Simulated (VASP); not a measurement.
# AlH2 (P-6m2) in VASP: a series of runs

Runs on AlH2. Level: PBE. Tasks: single point, relaxation of cell and atoms.

Program: VASP 6.6.1. These are calculated values, not measurements. Logs are shortened: lines on timing, memory, paths and dates and some standing lists are left out, and cuts for length are marked.

### Step 1. The cell of the first run

The structure is hexagonal, space group P-6m2 (No. 187). Conventional cell: a = 3.137 Å, b = 3.137 Å, c = 3.687 Å, α = 90.00°, β = 90.00°, γ = 120.00°. Al (site symmetry -6m2) has 6 H at 1.92 Å within 2.5 Å. Within 1.7 Å of H (site symmetry 3m) lie 1 H at 1.27 Å.

### Step 2. Single point, PBE

Contents of INCAR:

```
PREC = Accurate ; ENCUT = 520
EDIFF = 1E-7 ; ISMEAR = 0
SIGMA = 0.1 ; LREAL = F
LASPH = T ; NELM = 80
ALGO = Normal ; ISIF = 2
LWAVE = F ; LCHARG = F
GGA = PE ; NBANDS = 10
```

Contents of KPOINTS:

```
Automatic mesh
0
Gamma
  6 6 6
```

Contents of POSCAR:

```
AlH2
1.0
    3.1372985900      0.0000000000      0.0000000000
   -1.5686493000      2.7169802800      0.0000000000
    0.0000000000      0.0000000000      3.6866398400
Al H
1 2
Direct
    0.6666666700      0.3333333300      0.0000000000
    0.3333333300      0.6666666700      0.1725413700
    0.3333333300      0.6666666700      0.8274586300
```

Potentials or basis: VASP PAW PBE potentials, release 64 (Al, H).

On the command line:

```
> cat potpaw_PBE.64/Al/POTCAR potpaw_PBE.64/H/POTCAR > POTCAR
> mpirun -np 1 vasp_std > vasp.out
```

OUTCAR:

```text
PREC = Accurate
   ENCUT = 520
   EDIFF = 1E-7
   ISMEAR = 0
   LREAL = F
   LASPH = T
   NELM = 80
   ISIF = 2
   GGA = PE

 ion  position               nearest neighbor table
   1  0.667  0.333  0.000-   2 1.92   3 1.92   2 1.92   3 1.92   2 1.92   3 1.92
   2  0.333  0.667  0.173-   1 1.92   1 1.92   1 1.92
   3  0.333  0.667  0.827-   1 1.92   1 1.92   1 1.92

  LATTYP: Found a hexagonal cell.
 ALAT       =     3.1372985900
 C/A-ratio  =     1.1751000851

  Lattice vectors:

 A1 = (   3.1372985900,   0.0000000000,   0.0000000000)
 A2 = (  -1.5686493000,   2.7169802800,   0.0000000000)
 A3 = (   0.0000000000,   0.0000000000,   3.6866398400)

Analysis of symmetry for initial positions (statically):
=====================================================================
 Subroutine PRICEL returns:
 Original cell was already a primitive cell.

 Routine SETGRP: Setting up the symmetry group for a
 hexagonal supercell.

 Subroutine GETGRP returns: Found 12 space group operations
 (whereof 12 operations were pure point group operations)
 out of a pool of 24 trial point group operations.

The static configuration has the point symmetry D_3h.

Analysis of symmetry for dynamics (positions and initial velocities):
=====================================================================
 Subroutine PRICEL returns:
 Original cell was already a primitive cell.

 Routine SETGRP: Setting up the symmetry group for a
 hexagonal supercell.

 Subroutine GETGRP returns: Found 12 space group operations
 (whereof 12 operations were pure point group operations)
 out of a pool of 24 trial point group operations.

The dynamic configuration has the point symmetry D_3h.

 Subroutine INISYM returns: Found 12 space group operations
 (whereof 12 operations are pure point group operations),
 and found     1 'primitive' translations

----------------------------------------------------------------------------------------

                                     Primitive cell

  volume of cell :      31.4248

  direct lattice vectors                    reciprocal lattice vectors
     3.137298590  0.000000000  0.000000000     0.318745561  0.184027836  0.000000000
    -1.568649300  2.716980280  0.000000000     0.000000000  0.368055671  0.000000000
     0.000000000  0.000000000  3.686639840     0.000000000  0.000000000  0.271249713

  length of vectors
     3.137298590  3.137298594  3.686639840     0.368055671  0.368055671  0.271249713

  position of ions in fractional coordinates (direct lattice)
     0.666666670  0.333333330  0.000000000
     0.333333330  0.666666670  0.172541370
     0.333333330  0.666666670  0.827458630

  ion indices of the primitive-cell ions
   primitive index   ion index
                 1           1
                 2           2
                 3           3

----------------------------------------------------------------------------------------

 KPOINTS: Automatic mesh

Automatic generation of k-mesh.
 Grid dimensions read from file:
 generate k-points for:    6    6    6

 Generating k-lattice:

  Cartesian coordinates                     Fractional coordinates (reciprocal lattice)
     0.053124260  0.030671306  0.000000000     0.166666667  0.000000000  0.000000000
     0.000000000  0.061342612  0.000000000     0.000000000  0.166666667  0.000000000
     0.000000000  0.000000000  0.045208286     0.000000000  0.000000000  0.166666667

  Length of vectors
     0.061342612  0.061342612  0.045208286

  Shift w.r.t. Gamma in fractional coordinates (k-lattice)
     0.000000000  0.000000000  0.000000000

 Subroutine IBZKPT returns following result:
 ===========================================

 Found     28 irreducible k-points:

 Following reciprocal coordinates:
            Coordinates               Weight
  0.000000  0.000000  0.000000      1.000000
  0.166667  0.000000  0.000000      6.000000
  0.333333  0.000000  0.000000      6.000000
  0.500000  0.000000  0.000000      3.000000
  0.166667  0.166667  0.000000      6.000000
  0.333333  0.166667  0.000000     12.000000
[... 16 lines left out ...]
  0.166667  0.000000  0.500000      6.000000
  0.333333  0.000000  0.500000      6.000000
 [... further k-points ...]
   k-points           NKPTS =     28   k-points in BZ     NKDIM =     28   number of bands    NBANDS=     10
   number of dos      NEDOS =    301   number of ions     NIONS =      3
   total plane-waves  NPLWV =  16128
   dimension x,y,z NGX =    24 NGY =   24 NGZ =   28
   dimension x,y,z NGXF=    48 NGYF=   48 NGZF=   56
   ions per type =               1   2
   NGX,Y,Z   is equivalent  to a cutoff of  12.72, 12.72, 12.63 a.u.
   NGXF,Y,Z  is equivalent  to a cutoff of  25.44, 25.44, 25.25 a.u.
 SYSTEM =  unknown system
   PREC   = accura    normal or accurate (medium, high low for compatibility)
   ISTART =      0    job   : 0-new  1-cont  2-samecut
   ICHARG =      2    charge: 1-file 2-atom 10-const
   ISPIN  =      1    spin polarized calculation?
[... 31 lines left out ...]
   LHFCALC =     F    Hartree Fock is set to
   AEXX    =    0.0000 exact exchange contribution
   IVDW    =     0    specifies the selected vdW correction
   LEPSILON=     F    determine dielectric tensor
   LRPA    =     F    only Hartree local field effects (RPA)
 non-spin polarized calculation
 Gauss-broadening in eV      SIGMA  =   0.10
  energy-cutoff  :      520.00
  volume of cell :       31.42
 maximum number of plane-waves:       860
 NGX is ok and might be reduce to    24
   NGX = 11   NGY = 11   NGZ = 13

 number of electron       5.0000001 magnetization

 Free energy of the ion-electron system (eV)
  ---------------------------------------------------
  ext. energy  EPLUGINS =         0.00000000
  ---------------------------------------------------
  free energy    TOTEN  =        -7.94965823 eV

  energy without entropy =       -7.94572968  energy(sigma->0) =       -7.94769396

 E-fermi :   3.3341     XC(G=0):  -8.8780

 val. band max:        3.2782385283   @ k =   0.1667   0.1667   0.1667
 cond. band min:       3.4807382229   @ k =   0.3333   0.1667   0.1667
 fundamental gap:      0.2024996946
 Fermi energy:         3.3340502075

 k-point     1 :       0.0000    0.0000    0.0000
  band No.  band energies     occupation
      1      -8.1330      2.00000
      2       2.0555      2.00000
      3       5.9977      0.00000
      4       9.6967      0.00000
      5      11.5288      0.00000
      6      11.5288      0.00000
      7      13.3881      0.00000
      8      13.3881      0.00000
      9      16.2944      0.00000
     10      17.2425      0.00000

 k-point     2 :       0.1667    0.0000    0.0000
  band No.  band energies     occupation
      1      -7.6784      2.00000
      2       2.4753      2.00000
      3       4.8159      0.00000
      4       8.0912      0.00000
      5       9.8446      0.00000
      6      10.6861      0.00000
      7      14.2990      0.00000
      8      15.9074      0.00000
      9      16.0503      0.00000
     10      19.6502      0.00000

 k-point     3 :       0.3333    0.0000    0.0000
  band No.  band energies     occupation
      1      -6.4673      2.00000
      2       1.5669      2.00000
      3       3.6026      0.00015
      4       7.8781      0.00000
      5       8.4300      0.00000
      6      10.4371      0.00000
      7      11.0992      0.00000
      8      16.2892      0.00000
      9      18.3183      0.00000
     10      18.3987      0.00000

 k-point     4 :       0.5000    0.0000    0.0000
  band No.  band energies     occupation
      1      -5.5109      2.00000
      2      -0.2217      2.00000
      3       4.5048      0.00000
      4       7.5861      0.00000
      5       7.9502      0.00000
      6       9.3947      0.00000
      7      12.3281      0.00000
      8      13.1953      0.00000
      9      17.8314      0.00000
     10      17.8532      0.00000
[... 222 lines left out ...]
 k-point    22 :       0.0000    0.0000    0.5000
  band No.  band energies     occupation
      1      -7.3402      2.00000
      2      -1.6959      2.00000
      3       9.2378      0.00000
      4      12.1976      0.00000
      5      12.1976      0.00000
      6      12.5333      0.00000
      7      14.0971      0.00000
      8      14.0971      0.00000
      9      16.5144      0.00000
     10      17.6261      0.00000

 k-point    23 :       0.1667    0.0000    0.5000
  band No.  band energies     occupation
      1      -6.9040      2.00000
      2      -1.2033      2.00000
      3       6.3097      0.00000
      4      10.5775      0.00000
      5      10.6021      0.00000
      6      11.2636      0.00000
      7      15.3593      0.00000
      8      16.0873      0.00000
      9      16.2718      0.00000
     10      16.6788      0.00000

 k-point    24 :       0.3333    0.0000    0.5000
  band No.  band energies     occupation
      1      -5.7654      2.00000
      2       0.2031      2.00000
      3       2.7327      2.00000
      4       6.9829      0.00000
      5       9.2012      0.00000
      6       9.7256      0.00000
      7      13.6924      0.00000
      8      14.5719      0.00000
      9      19.4794      0.00000
     10      20.0675      0.00000

 [... further k-points ...]
[... 5 lines left out ...]
  --------------------------------------------------------------------------------------
  -------------------------------------------------------------------------------------
  Total       -0.5248020     -0.5248020      1.1199158      0.0000000     -0.0000000      0.0000000
  in kB      -26.7567282    -26.7567282     57.0982652      0.0000000     -0.0000000      0.0000000
  external PRESSURE =       1.1949363 kB  Pullay stress =       0.0000000 kB

 VOLUME and BASIS-vectors are now :
 -----------------------------------------------------------------------------
  energy-cutoff  :      520.00
  volume of cell :       31.42
      direct lattice vectors                 reciprocal lattice vectors
     3.137298590  0.000000000  0.000000000     0.318745561  0.184027836  0.000000000
    -1.568649300  2.716980280  0.000000000     0.000000000  0.368055671  0.000000000
     0.000000000  0.000000000  3.686639840     0.000000000  0.000000000  0.271249713

 POSITION                                       TOTAL-FORCE (eV/Angst)
 -----------------------------------------------------------------------------------
      1.56865      0.90566      0.00000        -0.000000      0.000000      0.000000
     -0.00000      1.81132      0.63610        -0.000000      0.000000      1.697153
     -0.00000      1.81132      3.05054         0.000000     -0.000000     -1.697153
 -----------------------------------------------------------------------------------
    total drift:                                0.000002     -0.000001      0.000000

  FREE ENERGIE OF THE ION-ELECTRON SYSTEM (eV)
  ---------------------------------------------------
  free  energy   TOTEN  =        -7.9496582318 eV

  energy  without entropy=       -7.9457296842  energy(sigma->0) =       -7.94769396
```

It used 6.3 s of CPU time on 1 thread of AMD EPYC 9R14 (Zen 4) (shared host).

Results:

```yaml
Free_energy: -7.9497 eV
Pressure: 0.1 GPa
Largest_force: 1.697 eV/Å
```

Forces in eV/Å, atoms in the order of the input:
```
Al   0.000  0.000  0.000
H    0.000  0.000  1.697
H    0.000  0.000 -1.697
```

Stress tensor (GPa, compression positive):
```
-2.68  0.00  0.00
 0.00 -2.68  0.00
 0.00  0.00  5.71
```

Levels at points of the mesh, in eV from the Fermi level:
```csv
k point,band 1,band 2,band 3,band 4,band 5,band 6,band 7
"(0.00, 0.00, 0.00)",-11.47,-1.28,2.66,6.36,8.19,8.19,10.05
"(0.50, 0.00, 0.00)",-8.84,-3.56,1.17,4.25,4.62,6.06,8.99
"(0.00, 0.00, 0.50)",-10.67,-5.03,5.90,8.86,8.86,9.20,10.76
"(0.50, 0.00, 0.50)",-8.25,-2.32,-1.73,1.37,5.40,5.83,9.82
```

Caveat: the k points lie up to 0.39 Å⁻¹ apart; forces of over 1 eV/Å act on the atoms, so gaps and moduli don't describe the material at rest.

### Step 3. Single point, PBE

This run uses another cell than the first one, of 10.53 Å³/atom, 1.005 times its volume.

Contents of INCAR:

```
SYSTEM = AlH2
PREC = Accurate
ENCUT = 520
EDIFF = 1E-6
ISMEAR = 0
SIGMA = 0.1
LREAL = .False.
LASPH = .True.
NELM = 80
ALGO = Normal
ISIF = 2
LWAVE = .False.
LCHARG = .False.
GGA = PE
NBANDS = 10
```

Contents of KPOINTS:

```
Automatic mesh
0
Gamma
  6 6 6
  0 0 0
```

Contents of POSCAR:

```
AlH2
1.0
    2.7352831386      0.0000000025      0.0000000000
   -1.3676415715      2.3688246833      0.0000000000
    0.0000000000      0.0000000000      4.8761967996
Al H
1 2
Direct
    0.6666666667      0.3333333333      0.0000000000
    0.3333333333      0.6666666667      0.2211415716
    0.3333333333      0.6666666667      0.7788584284
```

Potentials or basis: VASP PAW PBE potentials, release 64 (Al, H).

On the command line:

```
> cat potpaw_PBE.64/Al/POTCAR potpaw_PBE.64/H/POTCAR > POTCAR
> mpirun -np 1 vasp_std > vasp.out
```

It used 5.2 s of CPU time on 1 thread of AMD EPYC 9R14 (Zen 4) (shared host).

Results (log left out):

```yaml
Free_energy: -9.6623 eV
Pressure: -0.1 GPa
```

Stress tensor (GPa, compression positive):
```
-0.15  0.00  0.00
 0.00 -0.15  0.00
 0.00  0.00  0.10
```

Levels at points of the mesh, in eV from the Fermi level:
```
           k point  band 1  band 2  band 3  band 4  band 5
(0.00, 0.00, 0.00)  -11.62   -6.05    0.66   10.19   12.60
(0.50, 0.00, 0.00)   -7.12   -2.98   -2.42    3.53    6.08
(0.00, 0.00, 0.50)  -11.41   -6.99    4.38    6.45   11.69
(0.50, 0.00, 0.50)   -6.93   -3.10   -2.78    2.31    7.63
```

Caveat: the k points lie up to 0.44 Å⁻¹ apart.

### Step 4. Relaxation of cell and atoms, PBE

Contents of INCAR:

```
SYSTEM = AlH2
PREC = Accurate ; ENCUT = 600
EDIFF = 1E-7 ; ISMEAR = 0
SIGMA = 0.1 ; LREAL = .FALSE.
LASPH = .TRUE. ; NELM = 80
ALGO = Normal ; ISIF = 3
LWAVE = .FALSE. ; LCHARG = .FALSE.
GGA = PE ; IBRION = 2
NSW = 90 ; EDIFFG = -0.04
```

Contents of KPOINTS:

```
regular mesh
0
G
  6 6 6
  0 0 0
```

Contents of POSCAR:

```
AlH2
1.0
    3.1372985900      0.0000000000      0.0000000000
   -1.5686493000      2.7169802800      0.0000000000
    0.0000000000      0.0000000000      3.6866398400
Al H
1 2
Direct
    0.6666666700      0.3333333300      0.0000000000
    0.3333333300      0.6666666700      0.1725413700
    0.3333333300      0.6666666700      0.8274586300
```

On the command line:

```
> cat potpaw_PBE.64/Al/POTCAR potpaw_PBE.64/H/POTCAR > POTCAR
> mpirun -np 1 vasp_std > vasp.out
```

Run time: 3.3 min. Hardware: 1 thread of AMD EPYC 9R14 (Zen 4), shared host; peak memory 0.13 GiB.

Results (log left out):

| Quantity | Value |
| --- | --- |
| Free energy | -9.5453 eV |
| Relaxed volume | 12.04 Å³/atom |
| Relaxed cell | a = 2.658 Å, b = 2.658 Å, c = 5.901 Å, α = 90.00°, β = 90.00°, γ = 120.00° |
| Space group after relaxing (to 0.05 Å) | P-6m2 (No. 187) |
| Energy gained by relaxing | 531.6 meV/atom |
| Ionic steps | 59 |
| Pressure after relaxing | 0.0 GPa |
| Largest force after relaxing | 0.026 eV/Å |

Forces in eV/Å, atoms in the order of the input:
```
Al   0.000  0.000  0.000
H    0.000  0.000  0.026
H    0.000  0.000 -0.026
```

Stress tensor (GPa, compression positive):
```
-0.22  0.00  0.00
 0.00 -0.22  0.00
 0.00  0.00  0.51
```

The path:
```tsv
step	energy change (eV)	largest force (eV/Å)	pressure (GPa)	volume (Å³)
1	0.0000	1.6969	0.20	31.42
3	-1.0389	0.6665	-6.91	31.54
5	-1.1693	0.0340	2.78	25.27
7	-1.1877	0.0283	1.39	25.73
9	-1.1915	0.0479	0.02	26.19
11	-1.1922	0.0662	-0.06	26.30
13	-1.2045	0.1479	0.24	27.07
15	-1.2224	0.3929	3.61	28.45
17	-1.2248	0.2038	2.68	28.20
19	-1.2251	0.2348	2.82	28.26
21	-1.2254	0.2748	3.00	28.36
23	-1.2277	0.2603	2.91	28.47
25	-1.2372	0.1728	2.60	28.92
27	-1.2846	0.1635	1.21	30.75
29	-1.1712	3.7485	2.09	38.69
31	-1.3150	1.2364	1.13	34.21
33	-1.3431	1.0297	0.12	36.27
35	-1.3578	0.5984	-1.22	38.78
37	-1.3745	0.2230	-1.93	37.55
39	-1.3875	0.0903	-1.49	36.48
41	-1.4287	0.5047	1.21	31.90
43	-1.4371	0.2582	2.31	30.96
45	-1.4464	0.0250	1.26	31.41
47	-1.4550	0.3845	-0.26	32.31
49	-1.4928	0.1345	-1.19	34.12
51	-1.5191	0.7112	-1.37	36.75
53	-1.5416	0.3772	-2.08	38.30
55	-1.5623	0.1059	-2.38	40.02
57	-1.5882	0.4901	-1.36	37.04
59	-1.5948	0.0265	0.02	36.11
```

Final structure:
```yaml
crystal:
  lattice:
    - [2.65827, 0.00000, 0.00000]
    - [-1.32913, 2.30213, 0.00000]
    - [0.00000, 0.00000, 5.90054]
  atoms:
    - { symbol: Al, position: [0.66667, 0.33333, 0.00000] }
    - { symbol: H, position: [0.33333, 0.66667, 0.43501] }
    - { symbol: H, position: [0.33333, 0.66667, 0.56499] }
```

Levels at points of the mesh, in eV from the Fermi level:
```
           k point  band 1  band 2  band 3  band 4  band 5  band 6
(0.00, 0.00, 0.00)  -10.03   -7.50   -3.22    6.93    7.40   14.26
(0.50, 0.00, 0.00)   -5.89   -3.18   -2.08    3.03    3.84    5.76
(0.00, 0.00, 0.50)   -9.60   -8.49   -1.19    2.15   13.84   13.85
(0.50, 0.00, 0.50)   -5.76   -3.45   -2.18    2.71    5.03    7.38
```

Caveat: the k points lie up to 0.45 Å⁻¹ apart in the final cell.

### Step 5. Single point, PBE

This run uses another cell than the first one, of 11.19 Å³/atom, 1.068 times its volume.

Contents of INCAR:

```
SYSTEM = AlH2
PREC     = Accurate       ! precision mode
ENCUT    = 520            ! plane-wave cutoff, eV
EDIFF    = 1E-6           ! SCF threshold, eV
ISMEAR   = 0              ! smearing method
SIGMA    = 0.1            ! smearing width, eV
LREAL    = .False.        ! projectors in reciprocal space
LASPH    = .True.         ! aspherical terms in the spheres
NELM     = 80             ! most SCF steps
ALGO     = Normal         ! electronic algorithm
ISIF     = 2              ! what is computed and relaxed
LWAVE    = .False.        ! write WAVECAR
LCHARG   = .False.        ! write CHGCAR
GGA      = PE             ! functional
NBANDS   = 10             ! bands
```

Contents of KPOINTS:

```
Automatic mesh
0
Gamma
  18 18 10
  0 0 0
```

Contents of POSCAR:

```
AlH2
1.0
    2.7315051625      0.0000000000      0.0000000000
   -1.3657525812      2.3655528613      0.0000000000
    0.0000000000      0.0000000000      5.1941560031
Al H
1 2
Direct
    0.6666666667      0.3333333333      0.0000000000
    0.3333333333      0.6666666667      0.2072635188
    0.3333333333      0.6666666667      0.7927364812
```

On the command line:

```
> cat potpaw_PBE.64/Al/POTCAR potpaw_PBE.64/H/POTCAR > POTCAR
> mpirun -np 1 vasp_std > vasp.out
```

It took 44 s on 1 thread of AMD EPYC 9R14 (Zen 4), shared host; peak memory 0.16 GiB.

The run converged. Its results:

| Property | Result |
| --- | --- |
| Free energy | -9.6687 eV |
| Pressure | -0.1 GPa |

Stress tensor (GPa, compression positive):
```
-0.16  0.00  0.00
 0.00 -0.16  0.00
 0.00  0.00 -0.08
```

Levels at points of the mesh, in eV from the Fermi level:
| k point | band 1 | band 2 | band 3 | band 4 | band 5 | band 6 |
| --- | --- | --- | --- | --- | --- | --- |
| (0.00, 0.00, 0.00) | -11.26 | -5.91 | 1.07 | 10.16 | 12.99 | 12.99 |
| (0.50, 0.00, 0.00) | -6.75 | -2.60 | -2.23 | 3.65 | 6.58 | 7.60 |
| (0.00, 0.00, 0.50) | -11.14 | -6.50 | 4.11 | 5.95 | 11.83 | 13.03 |
| (0.50, 0.00, 0.50) | -6.65 | -2.62 | -2.48 | 2.82 | 7.84 | 8.48 |

### Step 6. The runs side by side

| task | cell | k mesh | cutoff (eV) | gap on the mesh (eV) | pressure (GPa) | largest force (eV/Å) |
| --- | --- | --- | --- | --- | --- | --- |
| single point | a = 3.137, b = 3.137, c = 3.687 Å, angles 90.0, 90.0, 120.0°, 3 atoms | 6 × 6 × 6 | 520 | none | 0.1 | 1.70 |
| single point | a = 2.735, b = 2.735, c = 4.876 Å, angles 90.0, 90.0, 120.0°, 3 atoms | 6 × 6 × 6 | 520 | none | -0.1 | - |
| relaxation of cell and atoms | relaxed from a = 3.137, b = 3.137, c = 3.687 Å, angles 90.0, 90.0, 120.0°, 3 atoms | 6 × 6 × 6 | 600 | none | 0.0 | 0.03 |
| single point | a = 2.732, b = 2.732, c = 5.194 Å, angles 90.0, 90.0, 120.0°, 3 atoms | 18 × 18 × 10 | 520 | none | -0.1 | - |

Alike in all rows: level PBE; potentials or basis VASP PAW PBE potentials, release 64 (Al, H); no spin polarisation; smearing gaussian 0.1 eV.

Caveats: some runs use coarse meshes; forces of over 1 eV/Å act on the atoms, so gaps and moduli don't describe the material at rest (some runs).

Total energies depend on the potentials used, so only differences within one code and one set of settings carry meaning.
